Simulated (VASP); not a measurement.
# Zr7B (P-3m1) in VASP: a series of runs

Runs on Zr7B. Level: PBE. Tasks: single point, relaxation of cell and atoms.

Program: VASP 6.6.1. These are calculated values, not measurements. Logs are shortened: lines on timing, memory, paths and dates and some standing lists are left out, and cuts for length are marked.

**1. The cell of the first run**

The structure is trigonal, space group P-3m1 (No. 164). Conventional cell: a = 3.308 Å, b = 3.308 Å, c = 18.343 Å, α = 90.00°, β = 90.00°, γ = 120.00°. Zr (site symmetry 3m) has 3 B at 2.34 Å within 3.1 Å. Within 4.1 Å of Zr (site symmetry 3m) lie 12 Zr at 3.15 to 3.35 Å. Within 4.1 Å of Zr (site symmetry 3m) lie 12 Zr at 3.15 to 3.31 Å. Within 4.2 Å of Zr (site symmetry -3m) lie 12 Zr at 3.20 to 3.31 Å. B (site symmetry -3m) has 6 Zr at 2.34 Å within 3.1 Å.

**2. Single point, PBE**

INCAR

```
SYSTEM = Zr7B
ALGO = Normal
EDIFF = 1E-7
ENCUT = 520
GGA = PE
ISIF = 2
ISMEAR = 0
LASPH = .True.
LCHARG = .False.
LREAL = .False.
LWAVE = .False.
NBANDS = 54
NELM = 100
PREC = Accurate
SIGMA = 0.2
```

KPOINTS

```
k-points
0
Gamma
  6 6 1
  0 0 0
```

POSCAR

```
Zr7B
1.0
    3.3078154303     -0.0000000030      0.0000000000
   -1.6539077126      2.8646521952      0.0000000000
    0.0000000000      0.0000000000     18.3431788493
Zr B
7 1
Direct
    0.6666666667      0.3333333333      0.9258594860
    0.3333333333      0.6666666667      0.0741405140
    0.6666666667      0.3333333333      0.2238858803
    0.3333333333      0.6666666667      0.3603163174
    0.3333333333      0.6666666667      0.7761141197
    0.6666666667      0.3333333333      0.6396836826
    0.0000000000      0.0000000000      0.5000000000
    0.0000000000      0.0000000000      0.0000000000
```

Potentials or basis: VASP PAW PBE potentials, release 64 (Zr_sv, B).

Command:

```console
> cat potpaw_PBE.64/Zr_sv/POTCAR potpaw_PBE.64/B/POTCAR > POTCAR
> mpirun -np 1 vasp_std > vasp.out
```

OUTCAR:

```text
SYSTEM = Zr7B
   EDIFF = 1E-7
   ENCUT = 520
   GGA = PE
   ISIF = 2
   ISMEAR = 0
   LASPH = .True.
   LREAL = .False.
   NELM = 100
   PREC = Accurate

 ion  position               nearest neighbor table
   1  0.667  0.333  0.926-   8 2.34   8 2.34   8 2.34   2 3.32   2 3.32   2 3.32   5 3.35   5 3.35
                             5 3.35
   2  0.333  0.667  0.074-   8 2.34   8 2.34   8 2.34   1 3.32   1 3.32   1 3.32   3 3.35   3 3.35
                             3 3.35
   3  0.667  0.333  0.224-   4 3.15   4 3.15   4 3.15   2 3.35   2 3.35   2 3.35
   4  0.333  0.667  0.360-   3 3.15   3 3.15   3 3.15   7 3.20   7 3.20   7 3.20
   5  0.333  0.667  0.776-   6 3.15   6 3.15   6 3.15   1 3.35   1 3.35   1 3.35
   6  0.667  0.333  0.640-   5 3.15   5 3.15   5 3.15   7 3.20   7 3.20   7 3.20
   7  0.000  0.000  0.500-   4 3.20   6 3.20   6 3.20   4 3.20   6 3.20   4 3.20
   8  0.000  0.000  0.000-   1 2.34   2 2.34   1 2.34   2 2.34   1 2.34   2 2.34

  LATTYP: Found a hexagonal cell.
 ALAT       =     3.3078154303
 C/A-ratio  =     5.5454057930

  Lattice vectors:

 A1 = (   3.3078154303,  -0.0000000030,   0.0000000000)
 A2 = (  -1.6539077126,   2.8646521952,   0.0000000000)
 A3 = (   0.0000000000,   0.0000000000,  18.3431788493)

Analysis of symmetry for initial positions (statically):
=====================================================================
 Subroutine PRICEL returns:
 Original cell was already a primitive cell.

 Routine SETGRP: Setting up the symmetry group for a
 hexagonal supercell.

 Subroutine GETGRP returns: Found 12 space group operations
 (whereof 12 operations were pure point group operations)
 out of a pool of 24 trial point group operations.

The static configuration has the point symmetry D_3d.

Analysis of symmetry for dynamics (positions and initial velocities):
=====================================================================
 Subroutine PRICEL returns:
 Original cell was already a primitive cell.

 Routine SETGRP: Setting up the symmetry group for a
 hexagonal supercell.

 Subroutine GETGRP returns: Found 12 space group operations
 (whereof 12 operations were pure point group operations)
 out of a pool of 24 trial point group operations.

The dynamic configuration has the point symmetry D_3d.

 Subroutine INISYM returns: Found 12 space group operations
 (whereof 12 operations are pure point group operations),
 and found     1 'primitive' translations

----------------------------------------------------------------------------------------

                                     Primitive cell

  volume of cell :     173.8152

  direct lattice vectors                    reciprocal lattice vectors
     3.307815430 -0.000000003  0.000000000     0.302314328  0.174541259  0.000000000
    -1.653907713  2.864652195  0.000000000     0.000000000  0.349082518  0.000000000
     0.000000000  0.000000000 18.343178849     0.000000000  0.000000000  0.054516178

  length of vectors
     3.307815430  3.307815430 18.343178849     0.349082518  0.349082518  0.054516178

  position of ions in fractional coordinates (direct lattice)
     0.666666667  0.333333333  0.925859486
     0.333333333  0.666666667  0.074140514
     0.666666667  0.333333333  0.223885880
     0.333333333  0.666666667  0.360316317
     0.333333333  0.666666667  0.776114120
     0.666666667  0.333333333  0.639683683
     0.000000000  0.000000000  0.500000000
     0.000000000  0.000000000  0.000000000

  ion indices of the primitive-cell ions
   primitive index   ion index
                 1           1
                 2           2
                 3           3
                 4           4
                 5           5
                 6           6
                 7           7
                 8           8

----------------------------------------------------------------------------------------

 KPOINTS: k-points

Automatic generation of k-mesh.
 Grid dimensions read from file:
 generate k-points for:    6    6    1

 Generating k-lattice:

  Cartesian coordinates                     Fractional coordinates (reciprocal lattice)
     0.050385721  0.029090210  0.000000000     0.166666667  0.000000000  0.000000000
     0.000000000  0.058180420  0.000000000     0.000000000  0.166666667  0.000000000
     0.000000000  0.000000000  0.054516178     0.000000000  0.000000000  1.000000000

  Length of vectors
     0.058180420  0.058180420  0.054516178

  Shift w.r.t. Gamma in fractional coordinates (k-lattice)
     0.000000000  0.000000000  0.000000000

 Subroutine IBZKPT returns following result:
 ===========================================

 Found      7 irreducible k-points:

 Following reciprocal coordinates:
            Coordinates               Weight
  0.000000  0.000000  0.000000      1.000000
  0.166667  0.000000  0.000000      6.000000
  0.333333  0.000000  0.000000      6.000000
  0.500000 -0.000000  0.000000      3.000000
  0.166667  0.166667  0.000000      6.000000
  0.333333  0.166667  0.000000     12.000000
  0.333333  0.333333  0.000000      2.000000
   k-points           NKPTS =      7   k-points in BZ     NKDIM =      7   number of bands    NBANDS=     54
   number of dos      NEDOS =    301   number of ions     NIONS =      8
   total plane-waves  NPLWV = 109760
   dimension x,y,z NGX =    28 NGY =   28 NGZ =  140
   dimension x,y,z NGXF=    56 NGYF=   56 NGZF=  280
   ions per type =               7   1
   NGX,Y,Z   is equivalent  to a cutoff of  14.07, 14.07, 12.69 a.u.
   NGXF,Y,Z  is equivalent  to a cutoff of  28.14, 28.14, 25.38 a.u.
 SYSTEM =  Zr7B
   PREC   = accura    normal or accurate (medium, high low for compatibility)
   ISTART =      0    job   : 0-new  1-cont  2-samecut
   ICHARG =      2    charge: 1-file 2-atom 10-const
   ISPIN  =      1    spin polarized calculation?
   LNONCOLLINEAR =      F non collinear calculations
   LSORBIT =      F    spin-orbit coupling
   LASPH  =      T    aspherical Exc in radial PAW
   ENCUT  =  520.0 eV  38.22 Ry    6.18 a.u.   6.15  6.15 34.11*2*pi/ulx,y,z
   NELM   =    100;   NELMIN=  2; NELMDL= -5     # of ELM steps
   EDIFF  = 0.1E-06   stopping-criterion for ELM
   LREAL  =      F    real-space projection
   EDIFFG = 0.1E-05   stopping-criterion for IOM
   NSW    =      0    number of steps for IOM
   IBRION =     -1    ionic relax: 0-MD 1-quasi-New 2-CG
   NFREE  =      0    steps in history (QN), initial steepest desc. (CG)
   ISIF   =      2    stress and relaxation
   ISYM   =      2    0-nonsym 1-usesym 2-fastsym
   POTIM  = 0.5000    time-step for ionic-motion
   TEBEG  =    0.0;   TEEND  =   0.0 temperature during run
   PSTRESS=    0.0 pullay stress
   NELECT =      87.0000    total number of electrons
   NUPDOWN=      -1.0000    fix difference up-down
   EMIN   =  10.00;   EMAX   =-10.00  energy-range for DOS
   EFERMI =   0.00;   METHOD = LEGACY
   ISMEAR =     0;   SIGMA  =   0.20  broadening in eV -4-tet -1-fermi 0-gaus
   EFERMI_NEDOS =   21; number of points for ismear=-14 and -15
   IALGO  =     38    algorithm
   IMIX   =      4    mixing-type and parameters
     AMIX     =   0.40;   BMIX     =  1.00
     AMIX_MAG =   1.60;   BMIX_MAG =  1.00
  volume/ion in A,a.u.               =      21.73       146.62
  Fermi-wavevector in a.u.,A,eV,Ry     =   1.299826  2.456316 22.987702  1.689548
  Thomas-Fermi vector in A             =   2.431065
   LORBIT       =      0    0 simple, 1 ext, 2 COOP (PROOUT), +10 PAW based schemes
   GGA     = PE    functional components
   LHFCALC =     F    Hartree Fock is set to
   AEXX    =    0.0000 exact exchange contribution
   IVDW    =     0    specifies the selected vdW correction
   LEPSILON=     F    determine dielectric tensor
   LRPA    =     F    only Hartree local field effects (RPA)
 non-spin polarized calculation
 Gauss-broadening in eV      SIGMA  =   0.20
  energy-cutoff  :      520.00
  volume of cell :      173.82
 maximum number of plane-waves:      4710
 NGX is ok and might be reduce to    28
   NGX = 13   NGY = 13   NGZ = 69

 number of electron      87.0000001 magnetization

 Free energy of the ion-electron system (eV)
  ---------------------------------------------------
  ext. energy  EPLUGINS =         0.00000000
  ---------------------------------------------------
  free energy    TOTEN  =       -66.88609867 eV

  energy without entropy =      -66.70987761  energy(sigma->0) =      -66.79798814

 E-fermi :   8.3420     XC(G=0): -10.9986

 val. band max:        8.2425417214   @ k =   0.1667   0.0000   0.0000
 cond. band min:       8.3559247479   @ k =   0.1667   0.0000   0.0000
 fundamental gap:      0.1133830265
 Fermi energy:         8.3420128014

 k-point     1 :       0.0000    0.0000    0.0000
  band No.  band energies     occupation
      1     -40.4521      2.00000
      2     -40.4389      2.00000
      3     -40.3853      2.00000
      4     -40.3516      2.00000
      5     -40.3118      2.00000
      6     -39.6406      2.00000
[... 46 lines left out ...]
     53       9.5234      0.00000
     54       9.7150      0.00000

 k-point     2 :       0.1667    0.0000    0.0000
  band No.  band energies     occupation
      1     -40.4291      2.00000
      2     -40.4183      2.00000
      3     -40.3696      2.00000
      4     -40.3409      2.00000
      5     -40.3035      2.00000
      6     -39.6211      2.00000
[... 46 lines left out ...]
     53       9.8317      0.00000
     54      10.1316      0.00000

 k-point     3 :       0.3333    0.0000    0.0000
  band No.  band energies     occupation
      1     -40.3791      2.00000
      2     -40.3740      2.00000
      3     -40.3382      2.00000
      4     -40.3219      2.00000
      5     -40.2903      2.00000
      6     -39.5804      2.00000
[... 46 lines left out ...]
     53      10.2886      0.00000
     54      11.0308      0.00000

 k-point     4 :       0.5000   -0.0000    0.0000
  band No.  band energies     occupation
      1     -40.3497      2.00000
      2     -40.3483      2.00000
      3     -40.3228      2.00000
      4     -40.3159      2.00000
      5     -40.2874      2.00000
      6     -39.5575      2.00000
[... 46 lines left out ...]
     53      10.6197      0.00000
     54      11.7324      0.00000

 k-point     5 :       0.1667    0.1667    0.0000
  band No.  band energies     occupation
      1     -40.3923      2.00000
      2     -40.3856      2.00000
      3     -40.3460      2.00000
      4     -40.3261      2.00000
      5     -40.2929      2.00000
      6     -39.5909      2.00000
[... 46 lines left out ...]
     53      10.6508      0.00000
     54      10.6684      0.00000

 k-point     6 :       0.3333    0.1667    0.0000
  band No.  band energies     occupation
      1     -40.3499      2.00000
      2     -40.3484      2.00000
      3     -40.3228      2.00000
      4     -40.3157      2.00000
      5     -40.2872      2.00000
      6     -39.5576      2.00000
[... 46 lines left out ...]
     53      10.4098      0.00000
     54      11.1460      0.00000

 k-point     7 :       0.3333    0.3333    0.0000
  band No.  band energies     occupation
      1     -40.3322      2.00000
      2     -40.3322      2.00000
      3     -40.3161      2.00000
      4     -40.3161      2.00000
      5     -40.2879      2.00000
      6     -39.5409      2.00000
[... 46 lines left out ...]
     53      11.0070      0.00000
     54      11.0070      0.00000

------------------------ aborting loop because EDIFF is reached ----------------------------------------

  FORCE on cell =-STRESS in cart. coord.  units (eV):
  Direction    XX          YY          ZZ          XY          YZ          ZX
  --------------------------------------------------------------------------------------
  -------------------------------------------------------------------------------------
  Total        0.0291523      0.0291523      0.0334162     -0.0000000      0.0000000     -0.0000000
  in kB        0.2687177      0.2687177      0.3080205     -0.0000000      0.0000000     -0.0000000
  external PRESSURE =       0.2818186 kB  Pullay stress =       0.0000000 kB

 VOLUME and BASIS-vectors are now :
 -----------------------------------------------------------------------------
  energy-cutoff  :      520.00
  volume of cell :      173.82
      direct lattice vectors                 reciprocal lattice vectors
     3.307815430 -0.000000003  0.000000000     0.302314328  0.174541259  0.000000000
    -1.653907713  2.864652195  0.000000000     0.000000000  0.349082518  0.000000000
     0.000000000  0.000000000 18.343178849     0.000000000  0.000000000  0.054516178

 POSITION                                       TOTAL-FORCE (eV/Angst)
 -----------------------------------------------------------------------------------
      1.65391      0.95488     16.98321         0.000000     -0.000000     -0.032275
      0.00000      1.90977      1.35997        -0.000000      0.000000      0.032275
      1.65391      0.95488      4.10678         0.000000      0.000000     -0.002809
      0.00000      1.90977      6.60935        -0.000000     -0.000000     -0.005497
      0.00000      1.90977     14.23640        -0.000000     -0.000000      0.002809
      1.65391      0.95488     11.73383         0.000000      0.000000      0.005497
      0.00000      0.00000      9.17159        -0.000000     -0.000000      0.000000
      0.00000      0.00000      0.00000        -0.000000     -0.000000      0.000000
 -----------------------------------------------------------------------------------
    total drift:                                0.000000     -0.000000      0.000000

  FREE ENERGIE OF THE ION-ELECTRON SYSTEM (eV)
  ---------------------------------------------------
  free  energy   TOTEN  =       -66.8860986721 eV

  energy  without entropy=      -66.7098776098  energy(sigma->0) =      -66.79798814
```

It took 70 s on 1 thread of Intel Xeon 6975P-C (Granite Rapids), shared host; peak memory 0.33 GiB.

What came out:

```yaml
Free_energy: -66.8861 eV
Pressure: 0.0 GPa
Largest_force: 0.032 eV/Å
```

Forces in eV/Å, atoms in the order of the input:
```
Zr   0.000  0.000 -0.032
Zr   0.000  0.000  0.032
Zr   0.000  0.000 -0.003
Zr   0.000  0.000 -0.005
Zr   0.000  0.000  0.003
Zr   0.000  0.000  0.005
Zr   0.000  0.000  0.000
B    0.000  0.000  0.000
```

Levels at points of the mesh, in eV from the Fermi level:
| k point | band 41 | band 42 | band 43 | band 44 | band 45 | band 46 | band 47 | band 48 |
| --- | --- | --- | --- | --- | --- | --- | --- | --- |
| (0.00, 0.00, 0.00) | 0.70 | 0.70 | 0.74 | 0.76 | 0.80 | 0.80 | 0.92 | 0.92 |
| (0.50, 0.00, 0.00) | -0.56 | -0.33 | -0.23 | 0.28 | 0.58 | 0.63 | 0.78 | 1.23 |

Caveat: the k points lie up to 0.37 Å⁻¹ apart.

**3. Relaxation of cell and atoms, PBE**

This run uses another cell than the first one, of 20.25 Å³/atom, 0.932 times its volume.

INCAR

```
ALGO = Normal
EDIFF = 1E-6
EDIFFG = -0.08
ENCUT = 600
GGA = PE
IBRION = 2
ISIF = 3
ISMEAR = 0
LASPH = T
LCHARG = F
LREAL = F
LWAVE = F
NELM = 80
NSW = 36
PREC = Accurate
SIGMA = 0.2
```

KPOINTS

```
k-points
0
Gamma
  6 6 1
```

POSCAR

```
Zr7B
1.0
    3.2258051700      0.0000000000      0.0000000000
   -1.6129025800      2.7936292200      0.0000000000
    0.0000000000      0.0000000000     17.9766232300
Zr B
7 1
Direct
    0.6666666700      0.3333333300      0.9286000000
    0.3333333300      0.6666666700      0.0714000000
    0.6666666700      0.3333333300      0.2143000000
    0.3333333300      0.6666666700      0.3571000000
    0.3333333300      0.6666666700      0.7857000000
    0.6666666700      0.3333333300      0.6429000000
    0.0000000000      0.0000000000      0.5000000000
    0.0000000000      0.0000000000      0.0000000000
```

Potentials or basis: VASP PAW PBE potentials, release 64 (Zr_sv, B).

Command:

```console
> cat potpaw_PBE.64/Zr_sv/POTCAR potpaw_PBE.64/B/POTCAR > POTCAR
> mpirun -np 1 vasp_std > vasp.out
```

It took 13 min on 1 thread of Intel Xeon 6975P-C (Granite Rapids), shared host; peak memory 0.36 GiB.

The run converged. Its results:

| Item | Value |
| --- | --- |
| Free energy | -66.8812 eV |
| Relaxed volume | 21.75 Å³/atom |
| Relaxed cell | a = 3.310 Å, b = 3.310 Å, c = 18.343 Å, α = 90.00°, β = 90.00°, γ = 120.00° |
| Space group after relaxing (to 0.05 Å) | P-3m1 (No. 164) |
| Energy gained by relaxing | 58.9 meV/atom |
| Ionic steps | 13 |
| Pressure after relaxing | 0.0 GPa |
| Largest force after relaxing | 0.071 eV/Å |

Forces on the atoms (eV/Å):
```
Zr   0.000  0.000 -0.071
Zr   0.000  0.000  0.071
Zr   0.000  0.000 -0.025
Zr   0.000  0.000  0.050
Zr   0.000  0.000  0.025
Zr   0.000  0.000 -0.050
Zr   0.000  0.000  0.000
B    0.000  0.000  0.000
```

Stress tensor (GPa, compression positive):
```
-0.04  0.00  0.00
 0.00 -0.04  0.00
 0.00  0.00  0.06
```

The path:
| step | energy change (eV) | largest force (eV/Å) | pressure (GPa) | volume (Å³) |
| --- | --- | --- | --- | --- |
| 1 | 0.0000 | 1.4475 | 8.82 | 162.00 |
| 2 | 0.0382 | 0.8575 | -7.82 | 189.55 |
| 3 | -0.3823 | 0.5333 | -0.42 | 174.75 |
| 4 | -0.3824 | 0.5340 | -0.28 | 174.49 |
| 5 | -0.4078 | 0.4500 | -0.16 | 174.16 |
| 6 | -0.4507 | 0.1673 | 0.25 | 173.18 |
| 7 | -0.4527 | 0.2247 | 0.39 | 172.89 |
| 8 | -0.4611 | 0.1702 | -0.59 | 174.74 |
| 9 | -0.4611 | 0.1681 | -0.63 | 174.83 |
| 10 | -0.4677 | 0.1237 | -0.26 | 174.34 |
| 11 | -0.4697 | 0.1063 | 0.07 | 173.94 |
| 12 | -0.4697 | 0.1174 | 0.10 | 173.89 |
| 13 | -0.4714 | 0.0707 | 0.00 | 174.01 |

Final structure:
```cif
data_structure
_symmetry_space_group_name_H-M 'P 1'
_symmetry_Int_Tables_number 1
_cell_length_a 3.3096
_cell_length_b 3.3096
_cell_length_c 18.3432
_cell_angle_alpha 90.000
_cell_angle_beta 90.000
_cell_angle_gamma 120.000
_cell_volume 174.01
loop_
_atom_site_label
_atom_site_type_symbol
_atom_site_fract_x
_atom_site_fract_y
_atom_site_fract_z
_atom_site_occupancy
Zr1 Zr 0.66667 0.33333 0.92607 1
Zr2 Zr 0.33333 0.66667 0.07393 1
Zr3 Zr 0.66667 0.33333 0.22379 1
Zr4 Zr 0.33333 0.66667 0.35962 1
Zr5 Zr 0.33333 0.66667 0.77621 1
Zr6 Zr 0.66667 0.33333 0.64038 1
Zr7 Zr 0.00000 0.00000 0.50000 1
B1 B 0.00000 0.00000 0.00000 1
```

Levels at points of the mesh, in eV from the Fermi level:
| k point | band 40 | band 41 | band 42 | band 43 | band 44 | band 45 | band 46 | band 47 | band 48 | band 49 |
| --- | --- | --- | --- | --- | --- | --- | --- | --- | --- | --- |
| (0.00, 0.00, 0.00) | 0.59 | 0.70 | 0.70 | 0.74 | 0.77 | 0.80 | 0.80 | 0.91 | 0.91 | 1.12 |
| (0.50, 0.00, 0.00) | -0.74 | -0.58 | -0.32 | -0.24 | 0.28 | 0.56 | 0.63 | 0.78 | 1.21 | 1.28 |

Caveat: the k points lie up to 0.37 Å⁻¹ apart in the final cell; the relaxation stopped at a loose force limit of 0.08 eV/Å, so its end isn't a converged minimum.
